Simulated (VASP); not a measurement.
# Sr (P6_3/mmc) in VASP: a series of runs

Runs on Sr. Level: LDA. Tasks: single point.

Everything below comes from runs of VASP 6.6.1. Logs are shortened: lines on timing, memory, paths and dates and some standing lists are left out, and cuts for length are marked.

### Step 1. The cell of the first run

Symmetry: P6_3/mmc, No. 194, hexagonal system. Conventional cell: a = 4.210 Å, b = 4.210 Å, c = 6.896 Å, α = 90.00°, β = 90.00°, γ = 120.00°. Within 5.5 Å of Sr (site symmetry -6m2) lie 12 Sr at 4.21 to 4.22 Å.

This isn't the form of Sr at room conditions, which is fcc.

### Step 2. Single point, LDA (52.92 Å³/atom)

The input, INCAR:

```
ALGO = Normal
EDIFF = 1E-7
ENCUT = 520
ISIF = 2
ISMEAR = -1
LASPH = True
LCHARG = False
LREAL = False
LWAVE = False
NBANDS = 17
NELM = 60
PREC = Accurate
SIGMA = 0.1
```

The input, KPOINTS:

```
k-points
0
Gamma
  10 10 6
```

The input, POSCAR:

```
Sr
1.0
    4.2099795209      0.0000000000      0.0000000000
   -2.1049897604      3.6459492145      0.0000000000
    0.0000000000      0.0000000000      6.8955476956
Sr
2
Direct
    0.3333333333      0.6666666667      0.2500000000
    0.6666666667      0.3333333333      0.7500000000
```

Potentials or basis: VASP PAW LDA potentials, release 64 (Sr_sv).

Command:

```bash
> cat potpaw_LDA.64/Sr_sv/POTCAR > POTCAR
> mpirun -np 1 vasp_std > vasp.out
```

OUTCAR:

```text
EDIFF = 1E-7
   ENCUT = 520
   ISIF = 2
   ISMEAR = -1
   LASPH = True
   LREAL = False
   NELM = 60
   PREC = Accurate

 ion  position               nearest neighbor table
   1  0.333  0.667  0.250-   2 4.22   2 4.22   2 4.22   2 4.22   2 4.22   2 4.22
   2  0.667  0.333  0.750-   1 4.22   1 4.22   1 4.22   1 4.22   1 4.22   1 4.22

  LATTYP: Found a hexagonal cell.
 ALAT       =     4.2099795209
 C/A-ratio  =     1.6379052823

  Lattice vectors:

 A1 = (   4.2099795209,   0.0000000000,   0.0000000000)
 A2 = (  -2.1049897604,   3.6459492145,   0.0000000000)
 A3 = (   0.0000000000,   0.0000000000,   6.8955476956)

Analysis of symmetry for initial positions (statically):
=====================================================================
 Subroutine PRICEL returns:
 Original cell was already a primitive cell.

 Routine SETGRP: Setting up the symmetry group for a
 hexagonal supercell.

 Subroutine GETGRP returns: Found 24 space group operations
 (whereof 12 operations were pure point group operations)
 out of a pool of 24 trial point group operations.

The static configuration has the point symmetry D_3d.
 The point group associated with its full space group is D_6h.

Analysis of symmetry for dynamics (positions and initial velocities):
=====================================================================
 Subroutine PRICEL returns:
 Original cell was already a primitive cell.

 Routine SETGRP: Setting up the symmetry group for a
 hexagonal supercell.

 Subroutine GETGRP returns: Found 24 space group operations
 (whereof 12 operations were pure point group operations)
 out of a pool of 24 trial point group operations.

The dynamic configuration has the point symmetry D_3d.
 The point group associated with its full space group is D_6h.

 Subroutine INISYM returns: Found 24 space group operations
 (whereof 12 operations are pure point group operations),
 and found     1 'primitive' translations

----------------------------------------------------------------------------------------

                                     Primitive cell

  volume of cell :     105.8423

  direct lattice vectors                    reciprocal lattice vectors
     4.209979521  0.000000000  0.000000000     0.237530847  0.137138498  0.000000000
    -2.104989760  3.645949214  0.000000000     0.000000000  0.274276997  0.000000000
     0.000000000  0.000000000  6.895547696     0.000000000  0.000000000  0.145021113

  length of vectors
     4.209979521  4.209979521  6.895547696     0.274276997  0.274276997  0.145021113

  position of ions in fractional coordinates (direct lattice)
     0.333333333  0.666666667  0.250000000
     0.666666667  0.333333333  0.750000000

  ion indices of the primitive-cell ions
   primitive index   ion index
                 1           1
                 2           2

----------------------------------------------------------------------------------------

 KPOINTS: k-points

Automatic generation of k-mesh.
 Grid dimensions read from file:
 generate k-points for:   10   10    6

 Generating k-lattice:

  Cartesian coordinates                     Fractional coordinates (reciprocal lattice)
     0.023753085  0.013713850  0.000000000     0.100000000  0.000000000  0.000000000
     0.000000000  0.027427700  0.000000000     0.000000000  0.100000000  0.000000000
     0.000000000  0.000000000  0.024170185     0.000000000  0.000000000  0.166666667

  Length of vectors
     0.027427700  0.027427700  0.024170185

  Shift w.r.t. Gamma in fractional coordinates (k-lattice)
     0.000000000  0.000000000  0.000000000

 Subroutine IBZKPT returns following result:
 ===========================================

 Found     56 irreducible k-points:

 Following reciprocal coordinates:
            Coordinates               Weight
  0.000000  0.000000  0.000000      1.000000
  0.100000 -0.000000  0.000000      6.000000
  0.200000 -0.000000  0.000000      6.000000
  0.300000  0.000000  0.000000      6.000000
  0.400000  0.000000  0.000000      6.000000
  0.500000  0.000000  0.000000      3.000000
[... 16 lines left out ...]
  0.300000  0.100000  0.166667     24.000000
  0.400000  0.100000  0.166667     24.000000
 [... further k-points ...]
   k-points           NKPTS =     56   k-points in BZ     NKDIM =     56   number of bands    NBANDS=     17
   number of dos      NEDOS =    301   number of ions     NIONS =      2
   total plane-waves  NPLWV =  55296
   dimension x,y,z NGX =    32 NGY =   32 NGZ =   54
   dimension x,y,z NGXF=    64 NGYF=   64 NGZF=  108
   ions per type =               2
   NGX,Y,Z   is equivalent  to a cutoff of  12.64, 12.64, 13.02 a.u.
   NGXF,Y,Z  is equivalent  to a cutoff of  25.27, 25.27, 26.04 a.u.
 SYSTEM =  unknown system
   PREC   = accura    normal or accurate (medium, high low for compatibility)
   ISTART =      0    job   : 0-new  1-cont  2-samecut
   ICHARG =      2    charge: 1-file 2-atom 10-const
   ISPIN  =      1    spin polarized calculation?
   LNONCOLLINEAR =      F non collinear calculations
   LSORBIT =      F    spin-orbit coupling
   LASPH  =      T    aspherical Exc in radial PAW
   ENCUT  =  520.0 eV  38.22 Ry    6.18 a.u.   7.83  7.83 12.82*2*pi/ulx,y,z
   NELM   =     60;   NELMIN=  2; NELMDL= -5     # of ELM steps
   EDIFF  = 0.1E-06   stopping-criterion for ELM
   LREAL  =      F    real-space projection
   EDIFFG = 0.1E-05   stopping-criterion for IOM
   NSW    =      0    number of steps for IOM
   IBRION =     -1    ionic relax: 0-MD 1-quasi-New 2-CG
   NFREE  =      0    steps in history (QN), initial steepest desc. (CG)
   ISIF   =      2    stress and relaxation
   ISYM   =      2    0-nonsym 1-usesym 2-fastsym
   POTIM  = 0.5000    time-step for ionic-motion
   TEBEG  =    0.0;   TEEND  =   0.0 temperature during run
   PSTRESS=    0.0 pullay stress
   NELECT =      20.0000    total number of electrons
   NUPDOWN=      -1.0000    fix difference up-down
   EMIN   =  10.00;   EMAX   =-10.00  energy-range for DOS
   EFERMI =   0.00;   METHOD = LEGACY
   ISMEAR =    -1;   SIGMA  =   0.10  broadening in eV -4-tet -1-fermi 0-gaus
   EFERMI_NEDOS =   21; number of points for ismear=-14 and -15
   IALGO  =     38    algorithm
   IMIX   =      4    mixing-type and parameters
     AMIX     =   0.40;   BMIX     =  1.00
     AMIX_MAG =   1.60;   BMIX_MAG =  1.00
  volume/ion in A,a.u.               =      52.92       357.13
  Fermi-wavevector in a.u.,A,eV,Ry     =   0.939431  1.775268 12.007566  0.882531
  Thomas-Fermi vector in A             =   2.066743
   LORBIT       =      0    0 simple, 1 ext, 2 COOP (PROOUT), +10 PAW based schemes
   GGA     = CA    functional components
   LHFCALC =     F    Hartree Fock is set to
   AEXX    =    0.0000 exact exchange contribution
   IVDW    =     0    specifies the selected vdW correction
   LEPSILON=     F    determine dielectric tensor
   LRPA    =     F    only Hartree local field effects (RPA)
 non-spin polarized calculation
  energy-cutoff  :      520.00
  volume of cell :      105.84
 maximum number of plane-waves:      2870
 NGX is ok and might be reduce to    32
   NGX = 15   NGY = 15   NGZ = 25

 number of electron      20.0000000 magnetization

 Free energy of the ion-electron system (eV)
  ---------------------------------------------------
  ext. energy  EPLUGINS =         0.00000000
  ---------------------------------------------------
  free energy    TOTEN  =        -3.79984270 eV

  energy without entropy =       -3.70923600  energy(sigma->0) =       -3.75453935

 E-fermi :   1.5352     XC(G=0):  -7.6773

 val. band max:        1.4813538188   @ k =   0.3000   0.2000   0.1667
 cond. band min:       1.5519903106   @ k =   0.3000   0.3000   0.3333
 fundamental gap:      0.0706364918
 Fermi energy:         1.5352284978

 k-point     1 :       0.0000    0.0000    0.0000
  band No.  band energies     occupation
      1     -34.8234      2.00000
      2     -34.8063      2.00000
      3     -17.0279      2.00000
      4     -16.8313      2.00000
      5     -16.8313      2.00000
      6     -16.8003      2.00000
[... 9 lines left out ...]
     16       4.2186      0.00000
     17       4.7557      0.00000

 k-point     2 :       0.1000   -0.0000    0.0000
  band No.  band energies     occupation
      1     -34.8219      2.00000
      2     -34.8056      2.00000
      3     -17.0206      2.00000
      4     -16.8483      2.00000
      5     -16.8367      2.00000
      6     -16.8179      2.00000
[... 9 lines left out ...]
     16       4.3602      0.00000
     17       4.4861      0.00000

 k-point     3 :       0.2000   -0.0000    0.0000
  band No.  band energies     occupation
      1     -34.8180      2.00000
      2     -34.8037      2.00000
      3     -17.0001      2.00000
      4     -16.8931      2.00000
      5     -16.8632      2.00000
      6     -16.8502      2.00000
[... 9 lines left out ...]
     16       4.3524      0.00000
     17       4.4081      0.00000

 k-point     4 :       0.3000    0.0000    0.0000
  band No.  band energies     occupation
      1     -34.8127      2.00000
      2     -34.8017      2.00000
      3     -16.9711      2.00000
      4     -16.9487      2.00000
      5     -16.9172      2.00000
      6     -16.8664      2.00000
[... 9 lines left out ...]
     16       4.8799      0.00000
     17       5.0010      0.00000
[... 343 lines left out ...]
      1     -34.8138      2.00000
      2     -34.8032      2.00000
      3     -16.9797      2.00000
      4     -16.9153      2.00000
      5     -16.9049      2.00000
      6     -16.8592      2.00000
[... 9 lines left out ...]
     16       4.5972      0.00000
     17       4.8955      0.00000

 k-point    23 :       0.3000    0.1000    0.1667
  band No.  band energies     occupation
      1     -34.8090      2.00000
      2     -34.8014      2.00000
      3     -16.9854      2.00000
      4     -16.9547      2.00000
      5     -16.9240      2.00000
      6     -16.8777      2.00000
[... 9 lines left out ...]
     16       4.9947      0.00000
     17       5.5114      0.00000

 k-point    24 :       0.4000    0.1000    0.1667
  band No.  band energies     occupation
      1     -34.8056      2.00000
      2     -34.8008      2.00000
      3     -17.0088      2.00000
      4     -16.9773      2.00000
      5     -16.9139      2.00000
      6     -16.8863      2.00000
[... 9 lines left out ...]
     16       5.4719      0.00000
     17       5.8031      0.00000

 [... further k-points ...]

------------------------ aborting loop because EDIFF is reached ----------------------------------------

  FORCE on cell =-STRESS in cart. coord.  units (eV):
  Direction    XX          YY          ZZ          XY          YZ          ZX
  --------------------------------------------------------------------------------------
  -------------------------------------------------------------------------------------
  Total       -0.6154036     -0.6154036     -0.6084678     -0.0000000      0.0000000      0.0000000
  in kB       -9.3156094     -9.3156094     -9.2106185     -0.0000000      0.0000000      0.0000000
  external PRESSURE =      -9.2806124 kB  Pullay stress =       0.0000000 kB

 VOLUME and BASIS-vectors are now :
 -----------------------------------------------------------------------------
  energy-cutoff  :      520.00
  volume of cell :      105.84
      direct lattice vectors                 reciprocal lattice vectors
     4.209979521  0.000000000  0.000000000     0.237530847  0.137138498  0.000000000
    -2.104989760  3.645949214  0.000000000     0.000000000  0.274276997  0.000000000
     0.000000000  0.000000000  6.895547696     0.000000000  0.000000000  0.145021113

 POSITION                                       TOTAL-FORCE (eV/Angst)
 -----------------------------------------------------------------------------------
     -0.00000      2.43063      1.72389         0.000000      0.000000      0.000000
      2.10499      1.21532      5.17166        -0.000000     -0.000000      0.000000
 -----------------------------------------------------------------------------------
    total drift:                               -0.000000      0.000000     -0.000000

  FREE ENERGIE OF THE ION-ELECTRON SYSTEM (eV)
  ---------------------------------------------------
  free  energy   TOTEN  =        -3.7998427001 eV

  energy  without entropy=       -3.7092360048  energy(sigma->0) =       -3.75453935
```

Run time: 30 s. Hardware: 1 thread of Intel Xeon 6975P-C (Granite Rapids), shared host; peak memory 0.23 GiB.

What came out:

| Item | Value |
| --- | --- |
| Free energy | -3.7998 eV |
| Pressure | -0.9 GPa |
| Band gap on the k mesh | zero (bands 10 and 11 overlap by 0.12 eV) |

### Step 3. Single point, LDA (54.88 Å³/atom)

This run uses another cell than the first one, of 54.88 Å³/atom.

The input, INCAR:

```
ALGO = Normal
EDIFF = 1E-7
ENCUT = 520
ISIF = 2
ISMEAR = -1
LASPH = True
LCHARG = True
LELF = True
LREAL = False
LVHAR = True
LWAVE = False
NBANDS = 17
NELM = 100
PREC = Accurate
SIGMA = 0.1
```

KPOINTS is that of step 2.

The input, POSCAR:

```
Sr
1.0
    4.2613257950      0.0000000000      0.0000000000
   -2.1306628975      3.6904163923      0.0000000000
    0.0000000000      0.0000000000      6.9796480292
Sr
2
Direct
    0.3333333333      0.6666666667      0.2500000000
    0.6666666667      0.3333333333      0.7500000000
```

Potentials or basis: VASP PAW LDA potentials, release 64 (Sr_sv).

Command:

```bash
> cat potpaw_LDA.64/Sr_sv/POTCAR > POTCAR
> mpirun -np 1 vasp_std > vasp.out
```

OUTCAR:

```text
EDIFF = 1E-7
   ENCUT = 520
   ISIF = 2
   ISMEAR = -1
   LASPH = True
   LREAL = False
   NELM = 100
   PREC = Accurate

 ion  position               nearest neighbor table
   1  0.333  0.667  0.250-   2 4.27   2 4.27   2 4.27   2 4.27   2 4.27   2 4.27
   2  0.667  0.333  0.750-   1 4.27   1 4.27   1 4.27   1 4.27   1 4.27   1 4.27

  LATTYP: Found a hexagonal cell.
 ALAT       =     4.2613257950
 C/A-ratio  =     1.6379052823

  Lattice vectors:

 A1 = (   4.2613257950,   0.0000000000,   0.0000000000)
 A2 = (  -2.1306628975,   3.6904163923,   0.0000000000)
 A3 = (   0.0000000000,   0.0000000000,   6.9796480292)
[... 667 lines left out ...]

  FORCE on cell =-STRESS in cart. coord.  units (eV):
  Direction    XX          YY          ZZ          XY          YZ          ZX
  --------------------------------------------------------------------------------------
  -------------------------------------------------------------------------------------
  Total       -0.8751860     -0.8751860     -0.8763852      0.0000000      0.0000000      0.0000000
  in kB      -12.7748936    -12.7748936    -12.7923993      0.0000000      0.0000000      0.0000000
  external PRESSURE =     -12.7807289 kB  Pullay stress =       0.0000000 kB

 VOLUME and BASIS-vectors are now :
 -----------------------------------------------------------------------------
  energy-cutoff  :      520.00
  volume of cell :      109.76
      direct lattice vectors                 reciprocal lattice vectors
     4.261325795  0.000000000  0.000000000     0.234668751  0.135486066  0.000000000
    -2.130662898  3.690416392  0.000000000     0.000000000  0.270972133  0.000000000
     0.000000000  0.000000000  6.979648029     0.000000000  0.000000000  0.143273700

 POSITION                                       TOTAL-FORCE (eV/Angst)
 -----------------------------------------------------------------------------------
     -0.00000      2.46028      1.74491        -0.000000      0.000000      0.000000
      2.13066      1.23014      5.23474         0.000000     -0.000000      0.000000
 -----------------------------------------------------------------------------------
    total drift:                               -0.000000      0.000000     -0.000000

  FREE ENERGIE OF THE ION-ELECTRON SYSTEM (eV)
  ---------------------------------------------------
  free  energy   TOTEN  =        -3.7729136812 eV

  energy  without entropy=       -3.6813685606  energy(sigma->0) =       -3.72714112
```

stdout:

```text
POSCAR found type information on POSCAR Sr
 POSCAR found :  1 types and       2 ions
 scaLAPACK will be used
 LDA part: xc-table for (Slater(with rela. corr.)+CA(PZ))
 , standard interpolation
 POSCAR, INCAR and KPOINTS ok, starting setup
 FFT: planning ... GRIDC
 FFT: planning ... GRID_SOFT
 FFT: planning ... GRID
 WAVECAR not read
 entering main loop
```

Wall time 32 s (1 thread of Intel Xeon 6975P-C (Granite Rapids), shared host); peak memory 0.23 GiB.

What came out:

```
Free energy            : -3.7729 eV
Pressure               : -1.3 GPa
Band gap on the k mesh : zero (bands 10 and 11 overlap by 0.12 eV)
```

### Step 4. Single point, LDA

This run uses another cell than the first one, of 49.00 Å³/atom.

The input, INCAR:

```
PREC = Accurate ; ENCUT = 520
EDIFF = 1E-7 ; ISMEAR = -1
SIGMA = 0.1 ; LREAL = False
LASPH = True ; NELM = 100
ALGO = Normal ; ISIF = 2
LWAVE = False ; LCHARG = False
GGA = CA ; NBANDS = 17
```

The input, KPOINTS:

```
regular mesh
0
Gamma
  15 15 8
```

The input, POSCAR:

```
Sr
1.0
    4.1033515989      0.0000000000      0.0000000000
   -2.0516757994      3.5536067253      0.0000000000
    0.0000000000      0.0000000000      6.7209012589
Sr
2
Direct
    0.3333333333      0.6666666667      0.2500000000
    0.6666666667      0.3333333333      0.7500000000
```

Command:

```bash
> cat potpaw_LDA.64/Sr_sv/POTCAR > POTCAR
> mpirun -np 1 vasp_std > vasp.out
```

Run time: 69 s. Hardware: 1 thread of Intel Xeon 6975P-C (Granite Rapids), shared host; peak memory 0.32 GiB.

It converged, with:

| Item | Value |
| --- | --- |
| Free energy | -3.8236 eV |
| Pressure | 0.0 GPa |
| Band gap on the k mesh | zero (bands 10 and 11 overlap by 0.18 eV) |

Levels at points of the mesh, in eV from the Fermi level:
```tsv
k point	band 6	band 7	band 8	band 9	band 10	band 11	band 12	band 13	band 14	band 15
(0.00, 0.00, 0.00)	-18.16	-18.16	-18.16	-3.81	-1.22	0.31	2.34	2.36	2.36	2.81
(0.00, 0.00, 0.50)	-18.18	-18.18	-18.18	-2.77	-2.77	1.30	1.30	2.35	2.35	2.35
```

### Step 5. The runs side by side

```tsv
cell	k mesh	gap on the mesh (eV)	pressure (GPa)
a = 4.210, b = 4.210, c = 6.896 Å, angles 90.0, 90.0, 120.0°, 2 atoms	10 × 10 × 6	none	-0.9
a = 4.261, b = 4.261, c = 6.980 Å, angles 90.0, 90.0, 120.0°, 2 atoms	10 × 10 × 6	none	-1.3
a = 4.103, b = 4.103, c = 6.721 Å, angles 90.0, 90.0, 120.0°, 2 atoms	15 × 15 × 8	none	0.0
```

Alike in all rows: task single point; level LDA; potentials or basis VASP PAW LDA potentials, release 64 (Sr_sv); no spin polarisation; cutoff (eV) 520; smearing fermi-dirac 0.1 eV.

Absolute energies hang on the potentials; compare differences alone.
